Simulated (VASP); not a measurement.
# Nb (P6_3/mmc) in VASP: notebook

Runs on Nb. Level: PBE. Tasks: single point.

Everything below comes from runs of VASP 6.6.1. Logs are shortened: lines on timing, memory, paths and dates and some standing lists are left out, and cuts for length are marked.

### Step 1. The cell of the first run

It takes space group P6_3/mmc (No. 194, hexagonal). Conventional cell: a = 2.458 Å, b = 2.458 Å, c = 4.308 Å, α = 90.00°, β = 90.00°, γ = 120.00°. Within 3.2 Å of Nb (site symmetry -6m2) lie 12 Nb at 2.46 to 2.58 Å.

This isn't the form of Nb at room conditions, which is bcc.

### Step 2. Single point, PBE

INCAR reads:

```
PREC = Accurate ; ENCUT = 520
EDIFF = 1E-6 ; ISMEAR = -1
SIGMA = 0.1 ; LREAL = F
LASPH = T ; NELM = 60
ALGO = Normal ; ISIF = 2
LWAVE = F ; LCHARG = F
GGA = PE ; NBANDS = 20
```

KPOINTS reads:

```
regular mesh
0
Gamma
  18 18 10
```

POSCAR reads:

```
Nb
1.0
    2.4577168726      0.0000000000      0.0000000000
   -1.2288584363      2.1284452470      0.0000000000
    0.0000000000      0.0000000000      4.3083649772
Nb
2
Direct
    0.3333333333      0.6666666667      0.2500000000
    0.6666666667      0.3333333333      0.7500000000
```

Potentials or basis: VASP PAW PBE potentials, release 64 (Nb_sv).

The run is started by

```console
$ cat potpaw_PBE.64/Nb_sv/POTCAR > POTCAR
$ mpirun -np 1 vasp_std > vasp.out
```

OUTCAR:

```text
PREC = Accurate
   ENCUT = 520
   EDIFF = 1E-6
   ISMEAR = -1
   LREAL = F
   LASPH = T
   NELM = 60
   ISIF = 2
   GGA = PE

 ion  position               nearest neighbor table
   1  0.333  0.667  0.250-   2 2.58   2 2.58   2 2.58   2 2.58   2 2.58   2 2.58
   2  0.667  0.333  0.750-   1 2.58   1 2.58   1 2.58   1 2.58   1 2.58   1 2.58

  LATTYP: Found a hexagonal cell.
 ALAT       =     2.4577168726
 C/A-ratio  =     1.7529948324

  Lattice vectors:

 A1 = (   2.4577168726,   0.0000000000,   0.0000000000)
 A2 = (  -1.2288584363,   2.1284452470,   0.0000000000)
 A3 = (   0.0000000000,   0.0000000000,   4.3083649772)

Analysis of symmetry for initial positions (statically):
=====================================================================
 Subroutine PRICEL returns:
 Original cell was already a primitive cell.

 Routine SETGRP: Setting up the symmetry group for a
 hexagonal supercell.

 Subroutine GETGRP returns: Found 24 space group operations
 (whereof 12 operations were pure point group operations)
 out of a pool of 24 trial point group operations.

The static configuration has the point symmetry D_3d.
 The point group associated with its full space group is D_6h.

Analysis of symmetry for dynamics (positions and initial velocities):
=====================================================================
 Subroutine PRICEL returns:
 Original cell was already a primitive cell.

 Routine SETGRP: Setting up the symmetry group for a
 hexagonal supercell.

 Subroutine GETGRP returns: Found 24 space group operations
 (whereof 12 operations were pure point group operations)
 out of a pool of 24 trial point group operations.

The dynamic configuration has the point symmetry D_3d.
 The point group associated with its full space group is D_6h.

 Subroutine INISYM returns: Found 24 space group operations
 (whereof 12 operations are pure point group operations),
 and found     1 'primitive' translations

----------------------------------------------------------------------------------------

                                     Primitive cell

  volume of cell :      22.5376

  direct lattice vectors                    reciprocal lattice vectors
     2.457716873  0.000000000  0.000000000     0.406881692  0.234913255  0.000000000
    -1.228858436  2.128445247  0.000000000     0.000000000  0.469826509  0.000000000
     0.000000000  0.000000000  4.308364977     0.000000000  0.000000000  0.232106612

  length of vectors
     2.457716873  2.457716873  4.308364977     0.469826509  0.469826509  0.232106612

  position of ions in fractional coordinates (direct lattice)
     0.333333333  0.666666667  0.250000000
     0.666666667  0.333333333  0.750000000

  ion indices of the primitive-cell ions
   primitive index   ion index
                 1           1
                 2           2

----------------------------------------------------------------------------------------

 KPOINTS: regular mesh

Automatic generation of k-mesh.
 Grid dimensions read from file:
 generate k-points for:   18   18   10

 Generating k-lattice:

  Cartesian coordinates                     Fractional coordinates (reciprocal lattice)
     0.022604538  0.013050736  0.000000000     0.055555556  0.000000000  0.000000000
     0.000000000  0.026101473  0.000000000     0.000000000  0.055555556  0.000000000
     0.000000000  0.000000000  0.023210661     0.000000000  0.000000000  0.100000000

  Length of vectors
     0.026101473  0.026101473  0.023210661

  Shift w.r.t. Gamma in fractional coordinates (k-lattice)
     0.000000000  0.000000000  0.000000000

 Subroutine IBZKPT returns following result:
 ===========================================

 Found    222 irreducible k-points:

 Following reciprocal coordinates:
            Coordinates               Weight
  0.000000  0.000000  0.000000      1.000000
  0.055556 -0.000000  0.000000      6.000000
  0.111111 -0.000000  0.000000      6.000000
  0.166667 -0.000000  0.000000      6.000000
  0.222222  0.000000  0.000000      6.000000
  0.277778  0.000000  0.000000      6.000000
[... 16 lines left out ...]
  0.333333  0.111111  0.000000     12.000000
  0.388889  0.111111  0.000000     12.000000
 [... further k-points ...]
   k-points           NKPTS =    222   k-points in BZ     NKDIM =    222   number of bands    NBANDS=     20
   number of dos      NEDOS =    301   number of ions     NIONS =      2
   total plane-waves  NPLWV =  10368
   dimension x,y,z NGX =    18 NGY =   18 NGZ =   32
   dimension x,y,z NGXF=    36 NGYF=   36 NGZF=   64
   ions per type =               2
   NGX,Y,Z   is equivalent  to a cutoff of  12.18, 12.18, 12.35 a.u.
   NGXF,Y,Z  is equivalent  to a cutoff of  24.35, 24.35, 24.70 a.u.
 SYSTEM =  unknown system
   PREC   = accura    normal or accurate (medium, high low for compatibility)
   ISTART =      0    job   : 0-new  1-cont  2-samecut
   ICHARG =      2    charge: 1-file 2-atom 10-const
   ISPIN  =      1    spin polarized calculation?
   LNONCOLLINEAR =      F non collinear calculations
   LSORBIT =      F    spin-orbit coupling
   LASPH  =      T    aspherical Exc in radial PAW
   ENCUT  =  520.0 eV  38.22 Ry    6.18 a.u.   4.57  4.57  8.01*2*pi/ulx,y,z
   NELM   =     60;   NELMIN=  2; NELMDL= -5     # of ELM steps
   EDIFF  = 0.1E-05   stopping-criterion for ELM
   LREAL  =      F    real-space projection
   EDIFFG = 0.1E-04   stopping-criterion for IOM
   NSW    =      0    number of steps for IOM
   IBRION =     -1    ionic relax: 0-MD 1-quasi-New 2-CG
   NFREE  =      0    steps in history (QN), initial steepest desc. (CG)
   ISIF   =      2    stress and relaxation
   ISYM   =      2    0-nonsym 1-usesym 2-fastsym
   POTIM  = 0.5000    time-step for ionic-motion
   TEBEG  =    0.0;   TEEND  =   0.0 temperature during run
   PSTRESS=    0.0 pullay stress
   NELECT =      26.0000    total number of electrons
   NUPDOWN=      -1.0000    fix difference up-down
   EMIN   =  10.00;   EMAX   =-10.00  energy-range for DOS
   EFERMI =   0.00;   METHOD = LEGACY
   ISMEAR =    -1;   SIGMA  =   0.10  broadening in eV -4-tet -1-fermi 0-gaus
   EFERMI_NEDOS =   21; number of points for ismear=-14 and -15
   IALGO  =     38    algorithm
   IMIX   =      4    mixing-type and parameters
     AMIX     =   0.40;   BMIX     =  1.00
     AMIX_MAG =   1.60;   BMIX_MAG =  1.00
  volume/ion in A,a.u.               =      11.27        76.05
  Fermi-wavevector in a.u.,A,eV,Ry     =   1.716974  3.244610 40.109963  2.947999
  Thomas-Fermi vector in A             =   2.794060
   LORBIT       =      0    0 simple, 1 ext, 2 COOP (PROOUT), +10 PAW based schemes
   GGA     = PE    functional components
   LHFCALC =     F    Hartree Fock is set to
   AEXX    =    0.0000 exact exchange contribution
   IVDW    =     0    specifies the selected vdW correction
   LEPSILON=     F    determine dielectric tensor
   LRPA    =     F    only Hartree local field effects (RPA)
 non-spin polarized calculation
  energy-cutoff  :      520.00
  volume of cell :       22.54
 maximum number of plane-waves:       622
   NGX =  9   NGY =  9   NGZ = 17

 number of electron      26.0000002 magnetization

 Free energy of the ion-electron system (eV)
  ---------------------------------------------------
  ext. energy  EPLUGINS =         0.00000000
  ---------------------------------------------------
  free energy    TOTEN  =       -13.59539610 eV

  energy without entropy =      -13.54458578  energy(sigma->0) =      -13.56999094

 E-fermi :  19.7997     XC(G=0): -15.1278

 val. band max:       19.7954908640   @ k =   0.1111  -0.0000   0.3000
 cond. band min:      19.8054538377   @ k =   0.1111   0.0556   0.4000
 fundamental gap:      0.0099629737
 Fermi energy:        19.7996805556

 k-point     1 :       0.0000    0.0000    0.0000
  band No.  band energies     occupation
      1     -35.7114      2.00000
      2     -34.6946      2.00000
      3     -13.6216      2.00000
      4      -9.1141      2.00000
      5      -8.9580      2.00000
      6      -8.9580      2.00000
[... 12 lines left out ...]
     19      26.6394      0.00000
     20      26.6394      0.00000

 k-point     2 :       0.0556   -0.0000    0.0000
  band No.  band energies     occupation
      1     -35.6766      2.00000
      2     -34.6706      2.00000
      3     -13.5749      2.00000
      4      -9.1243      2.00000
      5      -9.1209      2.00000
      6      -9.0040      2.00000
[... 12 lines left out ...]
     19      26.7768      0.00000
     20      27.6855      0.00000

 k-point     3 :       0.1111   -0.0000    0.0000
  band No.  band energies     occupation
      1     -35.5748      2.00000
      2     -34.6013      2.00000
      3     -13.4369      2.00000
      4      -9.5912      2.00000
      5      -9.1433      2.00000
      6      -9.1317      2.00000
[... 12 lines left out ...]
     19      27.0864      0.00000
     20      29.4456      0.00000

 k-point     4 :       0.1667   -0.0000    0.0000
  band No.  band energies     occupation
      1     -35.4137      2.00000
      2     -34.4950      2.00000
      3     -13.2145      2.00000
      4     -10.2758      2.00000
      5      -9.7777      2.00000
      6      -9.3165      2.00000
[... 12 lines left out ...]
     19      27.4042      0.00000
     20      31.2242      0.00000

 k-point     5 :       0.2222    0.0000    0.0000
  band No.  band energies     occupation
      1     -35.2062      2.00000
      2     -34.3649      2.00000
      3     -12.9192      2.00000
      4     -11.0725      2.00000
      5     -10.5300      2.00000
      6      -9.5300      2.00000
[... 12 lines left out ...]
     19      27.6414      0.00000
     20      32.8464      0.00000

 k-point     6 :       0.2778    0.0000    0.0000
  band No.  band energies     occupation
      1     -34.9708      2.00000
      2     -34.2287      2.00000
      3     -12.5686      2.00000
      4     -11.8773      2.00000
      5     -11.2898      2.00000
      6      -9.7449      2.00000
[... 12 lines left out ...]
     19      27.7790      0.00000
     20      33.8121      0.00000

 k-point     7 :       0.3333    0.0000    0.0000
  band No.  band energies     occupation
      1     -34.7308      2.00000
      2     -34.1069      2.00000
      3     -12.6004      2.00000
      4     -12.1876      2.00000
      5     -11.9745      2.00000
      6      -9.9376      2.00000
[... 12 lines left out ...]
     19      27.8375      0.00000
     20      33.0748      0.00000
[... 277 lines left out ...]
 k-point    20 :       0.1667    0.1111    0.0000
  band No.  band energies     occupation
      1     -35.1225      2.00000
      2     -34.3144      2.00000
      3     -12.7970      2.00000
      4     -11.1454      2.00000
      5     -10.8893      2.00000
      6      -9.6154      2.00000
[... 12 lines left out ...]
     19      27.0833      0.00000
     20      33.9102      0.00000

 k-point    21 :       0.2222    0.1111    0.0000
  band No.  band energies     occupation
      1     -34.8964      2.00000
      2     -34.1877      2.00000
      3     -12.4547      2.00000
      4     -11.8661      2.00000
      5     -11.4900      2.00000
      6      -9.9241      2.00000
[... 12 lines left out ...]
     19      27.0897      0.00000
     20      35.2042      0.00000

 k-point    22 :       0.2778    0.1111    0.0000
  band No.  band energies     occupation
      1     -34.6662      2.00000
      2     -34.0754      2.00000
      3     -12.5291      2.00000
      4     -12.0818      2.00000
      5     -12.0303      2.00000
      6     -10.2079      2.00000
[... 12 lines left out ...]
     19      28.2673      0.00000
     20      34.4735      0.00000

 k-point    23 :       0.3333    0.1111    0.0000
  band No.  band energies     occupation
      1     -34.4584      2.00000
      2     -33.9953      2.00000
      3     -13.0561      2.00000
      4     -12.4641      2.00000
      5     -11.7135      2.00000
      6     -10.4302      2.00000
[... 12 lines left out ...]
     19      30.1471      0.00000
     20      33.8207      0.00000

 k-point    24 :       0.3889    0.1111    0.0000
  band No.  band energies     occupation
      1     -34.3050      2.00000
      2     -33.9564      2.00000
      3     -13.3940      2.00000
      4     -12.7454      2.00000
      5     -11.4095      2.00000
      6     -10.5706      2.00000
[... 12 lines left out ...]
     19      31.6566      0.00000
     20      33.4170      0.00000

 [... further k-points ...]

------------------------ aborting loop because EDIFF is reached ----------------------------------------

  FORCE on cell =-STRESS in cart. coord.  units (eV):
  Direction    XX          YY          ZZ          XY          YZ          ZX
  --------------------------------------------------------------------------------------
  -------------------------------------------------------------------------------------
  Total       28.1908872     28.1908872     28.1568054      0.0000000      0.0000000      0.0000000
  in kB     2004.0682431   2004.0682431   2001.6453944      0.0000000      0.0000000      0.0000000
  external PRESSURE =    2003.2606269 kB  Pullay stress =       0.0000000 kB

 VOLUME and BASIS-vectors are now :
 -----------------------------------------------------------------------------
  energy-cutoff  :      520.00
  volume of cell :       22.54
      direct lattice vectors                 reciprocal lattice vectors
     2.457716873  0.000000000  0.000000000     0.406881692  0.234913255  0.000000000
    -1.228858436  2.128445247  0.000000000     0.000000000  0.469826509  0.000000000
     0.000000000  0.000000000  4.308364977     0.000000000  0.000000000  0.232106612

 POSITION                                       TOTAL-FORCE (eV/Angst)
 -----------------------------------------------------------------------------------
     -0.00000      1.41896      1.07709        -0.000000      0.000000      0.000000
      1.22886      0.70948      3.23127         0.000000      0.000000      0.000000
 -----------------------------------------------------------------------------------
    total drift:                               -0.000000      0.000000     -0.000000

  FREE ENERGIE OF THE ION-ELECTRON SYSTEM (eV)
  ---------------------------------------------------
  free  energy   TOTEN  =       -13.5953961001 eV

  energy  without entropy=      -13.5445857841  energy(sigma->0) =      -13.56999094
```

Run time: 38 s. Hardware: 1 thread of Intel Xeon 6975P-C (Granite Rapids), shared host; peak memory 0.18 GiB.

What came out:

- Free energy: -13.5954 eV
- Pressure: 200.3 GPa
- Band gap on the k mesh: zero (bands 13 and 14 overlap by 4.15 eV)

Caveat: the cell stands under pressure.

### Step 3. Single point, PBE

INCAR reads:

```
SYSTEM = Nb
PREC = Accurate
ENCUT = 520
EDIFF = 1E-7
ISMEAR = -1
SIGMA = 0.1
LREAL = .False.
LASPH = .True.
NELM = 100
ALGO = Normal
ISIF = 2
LWAVE = .False.
LCHARG = .False.
GGA = PE
NBANDS = 20
```

KPOINTS reads:

```
regular mesh
0
Gamma
  18 18 10
  0 0 0
```

POSCAR reads:

```
Nb
1.0
    2.4577424871      0.0000000000      0.0000000000
   -1.2288712436      2.1284674298      0.0000000000
    0.0000000000      0.0000000000      4.3091347565
Nb
2
Direct
    0.3333333333      0.6666666667      0.2500000000
    0.6666666667      0.3333333333      0.7500000000
```

Potentials or basis: VASP PAW PBE potentials, release 64 (Nb_sv).

The run is started by

```console
$ cat potpaw_PBE.64/Nb_sv/POTCAR > POTCAR
$ mpirun -np 1 vasp_std > vasp.out
```

It took 40 s on 1 thread of Intel Xeon 6975P-C (Granite Rapids), shared host; peak memory 0.18 GiB.

It converged, with:

| Quantity | Value |
| --- | --- |
| Free energy | -13.6010 eV |
| Pressure | 200.2 GPa |
| Band gap on the k mesh | zero (bands 13 and 14 overlap by 4.15 eV) |

Stress tensor (GPa, compression positive):
```
200.28   0.00   0.00
  0.00 200.28   0.00
  0.00   0.00 199.94
```

Levels at points of the mesh, in eV from the Fermi level:
```csv
k point,band 10,band 11,band 12,band 13,band 14,band 15,band 16,band 17
"(0.00, 0.00, 0.00)",-5.75,-2.05,-0.55,-0.55,0.51,0.51,3.12,3.12
"(0.50, 0.00, 0.00)",-6.39,-5.12,-0.67,-0.42,0.90,1.96,8.04,9.15
"(0.00, 0.00, 0.50)",-4.69,-0.95,-0.95,-0.49,-0.49,-0.49,-0.49,5.87
"(0.50, 0.00, 0.50)",-6.78,-5.03,-5.03,2.72,2.72,4.63,4.63,9.48
```

Caveat: the cell stands under pressure.
